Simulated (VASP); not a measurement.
# Ta2CN (P4/mmm) in VASP: a series of runs

The runs below take Ta2CN through single point, with LDA.

Everything below comes from runs of VASP 6.6.1. Logs are shortened: lines on timing, memory, paths and dates and some standing lists are left out, and cuts for length are marked.

## (1) The cell of the first run

Symmetry: P4/mmm, No. 123, tetragonal system. The conventional cell has a = 3.093 Å, b = 3.093 Å, c = 4.396 Å, α = 90.00°, β = 90.00°, γ = 90.00°. Ta (site symmetry 4/mmm) has 4 N at 2.19 Å and 2 C at 2.20 Å within 2.9 Å. Within 2.9 Å of Ta (site symmetry 4/mmm) lie 4 C at 2.19 Å and 2 N at 2.20 Å. C (site symmetry 4/mmm) has 6 Ta at 2.19 to 2.20 Å within 2.9 Å. Within 2.9 Å of N (site symmetry 4/mmm) lie 6 Ta at 2.19 to 2.20 Å.

## (2) Single point, LDA

Contents of INCAR:

```
SYSTEM = Ta2CN
  PREC = Accurate
  ENCUT = 520
  EDIFF = 1E-6
  ISMEAR = 1
  SIGMA = 0.05
  LREAL = .FALSE.
  LASPH = .TRUE.
  NELM = 80
  ALGO = Normal
  ISIF = 2
  LWAVE = .FALSE.
  LCHARG = .FALSE.
  GGA = CA
  NBANDS = 24
```

Contents of KPOINTS:

```
Automatic mesh
0
G
  6 6 5
  0 0 0
```

Contents of POSCAR:

```
Ta2CN
1.0
    3.0929179154      0.0000000000      0.0000000000
    0.0000000000      3.0929179154      0.0000000000
    0.0000000000      0.0000000000      4.3959756469
Ta C N
2 1 1
Direct
    0.0000000000      0.0000000000      0.0000000000
    0.5000000000      0.5000000000      0.5000000000
    0.0000000000      0.0000000000      0.5000000000
    0.5000000000      0.5000000000      0.0000000000
```

Potentials or basis: VASP PAW LDA potentials, release 64 (Ta_pv, C, N).

Command:

```console
$ cat potpaw_LDA.64/Ta_pv/POTCAR potpaw_LDA.64/C/POTCAR potpaw_LDA.64/N/POTCAR > POTCAR
$ mpirun -np 1 vasp_std > vasp.out
```

OUTCAR:

```text
SYSTEM = Ta2CN
   PREC = Accurate
   ENCUT = 520
   EDIFF = 1E-6
   ISMEAR = 1
   LREAL = .FALSE.
   LASPH = .TRUE.
   NELM = 80
   ISIF = 2
   GGA = CA

 ion  position               nearest neighbor table
   1  0.000  0.000  0.000-   4 2.19   4 2.19   4 2.19   4 2.19   3 2.20   3 2.20   2 3.10   2 3.10
                             2 3.10   2 3.10   2 3.10   2 3.10   2 3.10   2 3.10
   2  0.500  0.500  0.500-   3 2.19   3 2.19   3 2.19   3 2.19   4 2.20   4 2.20   1 3.10   1 3.10
                             1 3.10   1 3.10   1 3.10   1 3.10   1 3.10   1 3.10
   3  0.000  0.000  0.500-   2 2.19   2 2.19   2 2.19   2 2.19   1 2.20   1 2.20
   4  0.500  0.500  0.000-   1 2.19   1 2.19   1 2.19   1 2.19   2 2.20   2 2.20

  LATTYP: Found a simple tetragonal cell.
 ALAT       =     3.0929179154
 C/A-ratio  =     1.4213036903

  Lattice vectors:

 A1 = (   3.0929179154,   0.0000000000,   0.0000000000)
 A2 = (   0.0000000000,   3.0929179154,   0.0000000000)
 A3 = (   0.0000000000,   0.0000000000,   4.3959756469)

Analysis of symmetry for initial positions (statically):
=====================================================================
 Subroutine PRICEL returns:
 Original cell was already a primitive cell.

 Routine SETGRP: Setting up the symmetry group for a
 simple tetragonal supercell.

 Subroutine GETGRP returns: Found 16 space group operations
 (whereof 16 operations were pure point group operations)
 out of a pool of 16 trial point group operations.

The static configuration has the point symmetry D_4h.

Analysis of symmetry for dynamics (positions and initial velocities):
=====================================================================
 Subroutine PRICEL returns:
 Original cell was already a primitive cell.

 Routine SETGRP: Setting up the symmetry group for a
 simple tetragonal supercell.

 Subroutine GETGRP returns: Found 16 space group operations
 (whereof 16 operations were pure point group operations)
 out of a pool of 16 trial point group operations.

The dynamic configuration has the point symmetry D_4h.

 Subroutine INISYM returns: Found 16 space group operations
 (whereof 16 operations are pure point group operations),
 and found     1 'primitive' translations

----------------------------------------------------------------------------------------

                                     Primitive cell

  volume of cell :      42.0525

  direct lattice vectors                    reciprocal lattice vectors
     3.092917915  0.000000000  0.000000000     0.323319282  0.000000000  0.000000000
[... 93 lines left out ...]
   NSW    =      0    number of steps for IOM
   IBRION =     -1    ionic relax: 0-MD 1-quasi-New 2-CG
   NFREE  =      0    steps in history (QN), initial steepest desc. (CG)
   ISIF   =      2    stress and relaxation
   ISYM   =      2    0-nonsym 1-usesym 2-fastsym
   POTIM  = 0.5000    time-step for ionic-motion
   TEBEG  =    0.0;   TEEND  =   0.0 temperature during run
   PSTRESS=    0.0 pullay stress
   NELECT =      31.0000    total number of electrons
   NUPDOWN=      -1.0000    fix difference up-down
   EMIN   =  10.00;   EMAX   =-10.00  energy-range for DOS
   EFERMI =   0.00;   METHOD = LEGACY
   ISMEAR =     1;   SIGMA  =   0.05  broadening in eV -4-tet -1-fermi 0-gaus
   EFERMI_NEDOS =   21; number of points for ismear=-14 and -15
   IALGO  =     38    algorithm
   IMIX   =      4    mixing-type and parameters
     AMIX     =   0.40;   BMIX     =  1.00
     AMIX_MAG =   1.60;   BMIX_MAG =  1.00
  volume/ion in A,a.u.               =      10.51        70.95
  Fermi-wavevector in a.u.,A,eV,Ry     =   1.478875  2.794668 29.756898  2.187070
  Thomas-Fermi vector in A             =   2.593102
   LORBIT       =      0    0 simple, 1 ext, 2 COOP (PROOUT), +10 PAW based schemes
   GGA     = CA    functional components
   LHFCALC =     F    Hartree Fock is set to
   AEXX    =    0.0000 exact exchange contribution
   IVDW    =     0    specifies the selected vdW correction
   LEPSILON=     F    determine dielectric tensor
   LRPA    =     F    only Hartree local field effects (RPA)
 non-spin polarized calculation
 Methfessel and Paxton  Order N= 1 SIGMA  =   0.05
  energy-cutoff  :      520.00
  volume of cell :       42.05
 maximum number of plane-waves:      1176
 NGX is ok and might be reduce to    24
   NGX = 11   NGY = 11   NGZ = 17

 number of electron      31.0000005 magnetization

 Free energy of the ion-electron system (eV)
  ---------------------------------------------------
  ext. energy  EPLUGINS =         0.00000000
  ---------------------------------------------------
  free energy    TOTEN  =       -48.48679119 eV

  energy without entropy =      -48.48679236  energy(sigma->0) =      -48.48679158

 E-fermi :   9.1293     XC(G=0): -13.6809

 val. band max:        9.0812303304   @ k =   0.0000   0.0000   0.2000
 cond. band min:       9.1330759563   @ k =   0.3333   0.0000   0.4000
 fundamental gap:      0.0518456259
 Fermi energy:         9.1293498208

 k-point     1 :       0.0000    0.0000    0.0000
  band No.  band energies     occupation
      1     -26.7600      2.00000
      2     -26.3812      2.00000
      3     -26.3812      2.00000
      4     -25.9799      2.00000
      5     -25.8653      2.00000
      6     -25.8653      2.00000
[... 637 lines left out ...]
     23      17.0160      0.00000
     24      17.2485      0.00000

 [... further k-points ...]

------------------------ aborting loop because EDIFF is reached ----------------------------------------

  FORCE on cell =-STRESS in cart. coord.  units (eV):
  Direction    XX          YY          ZZ          XY          YZ          ZX
  --------------------------------------------------------------------------------------
  -------------------------------------------------------------------------------------
  Total        0.5181453      0.5181453      0.5176144      0.0000000      0.0000000     -0.0000000
  in kB       19.7410417     19.7410417     19.7208151      0.0000000      0.0000000     -0.0000000
  external PRESSURE =      19.7342995 kB  Pullay stress =       0.0000000 kB

 VOLUME and BASIS-vectors are now :
 -----------------------------------------------------------------------------
  energy-cutoff  :      520.00
  volume of cell :       42.05
      direct lattice vectors                 reciprocal lattice vectors
     3.092917915  0.000000000  0.000000000     0.323319282  0.000000000  0.000000000
     0.000000000  3.092917915  0.000000000     0.000000000  0.323319282  0.000000000
     0.000000000  0.000000000  4.395975647     0.000000000  0.000000000  0.227480787

 POSITION                                       TOTAL-FORCE (eV/Angst)
 -----------------------------------------------------------------------------------
      0.00000      0.00000      0.00000         0.000000      0.000000      0.000000
      1.54646      1.54646      2.19799         0.000000      0.000000      0.000000
      0.00000      0.00000      2.19799         0.000000      0.000000      0.000000
      1.54646      1.54646      0.00000         0.000000      0.000000      0.000000
 -----------------------------------------------------------------------------------
    total drift:                                0.000000     -0.000000     -0.000000

  FREE ENERGIE OF THE ION-ELECTRON SYSTEM (eV)
  ---------------------------------------------------
  free  energy   TOTEN  =       -48.4867911928 eV

  energy  without entropy=      -48.4867923641  energy(sigma->0) =      -48.48679158
```

Run time: 14 s. Hardware: 1 thread of Intel Xeon Platinum 8375C at 2.90GHz (Ice Lake), shared host; peak memory 0.16 GiB.

Results:

| Quantity | Value |
| --- | --- |
| Free energy | -48.4868 eV |
| Pressure | 2.0 GPa |

Levels at points of the mesh, in eV from the Fermi level:
| k point | band 14 | band 15 | band 16 | band 17 | band 18 | band 19 |
| --- | --- | --- | --- | --- | --- | --- |
| (0.00, 0.00, 0.00) | -1.81 | -1.76 | -1.76 | -1.05 | -1.05 | 0.33 |
| (0.50, 0.00, 0.00) | -5.19 | 0.73 | 0.89 | 0.96 | 2.10 | 2.71 |
| (0.50, 0.50, 0.00) | -2.72 | -2.72 | -1.82 | 2.46 | 2.47 | 3.83 |

Caveat: spin-orbit coupling is left out, which moves the levels of the heavy elements.

## (3) Single point, LDA

Contents of INCAR:

```
SYSTEM = Ta2CN
PREC = Accurate
ENCUT = 520
EDIFF = 1E-6
ISMEAR = 1
SIGMA = 0.05
LREAL = .False.
LASPH = .True.
NELM = 60
ALGO = Normal
ISIF = 2
LWAVE = .False.
LCHARG = .False.
NBANDS = 24
```

Contents of KPOINTS:

```
Automatic mesh
0
Gamma
  8 8 6
  0 0 0
```

POSCAR is that of step 2.

Potentials or basis: VASP PAW LDA potentials, release 64 (Ta_pv, C, N).

Command:

```console
$ cat potpaw_LDA.64/Ta_pv/POTCAR potpaw_LDA.64/C/POTCAR potpaw_LDA.64/N/POTCAR > POTCAR
$ mpirun -np 1 vasp_std > vasp.out
```

Wall time 38 s (1 thread of Intel Xeon Platinum 8375C at 2.90GHz (Ice Lake), shared host); peak memory 0.18 GiB.

Results (log left out):

```yaml
Free_energy: -48.5374 eV
Pressure: 1.7 GPa
```

Stress tensor (GPa, compression positive):
```
 2.74  0.00  0.00
 0.00  2.74  0.00
 0.00  0.00 -0.48
```

Levels at points of the mesh, in eV from the Fermi level:
```csv
k point,band 14,band 15,band 16,band 17,band 18,band 19
"(0.00, 0.00, 0.00)",-1.95,-1.88,-1.88,-1.25,-1.25,0.21
"(0.50, 0.00, 0.00)",-5.35,0.64,0.74,0.86,2.01,2.54
"(0.50, 0.50, 0.00)",-2.91,-2.91,-1.99,2.33,2.35,3.76
"(0.00, 0.00, 0.50)",-3.82,-2.77,-2.77,1.09,1.32,1.90
"(0.50, 0.00, 0.50)",-6.04,2.10,2.21,2.22,2.36,2.85
"(0.50, 0.50, 0.50)",-5.39,0.00,0.00,1.26,1.26,3.77
```

Caveat: spin-orbit coupling is left out, which moves the levels of the heavy elements.
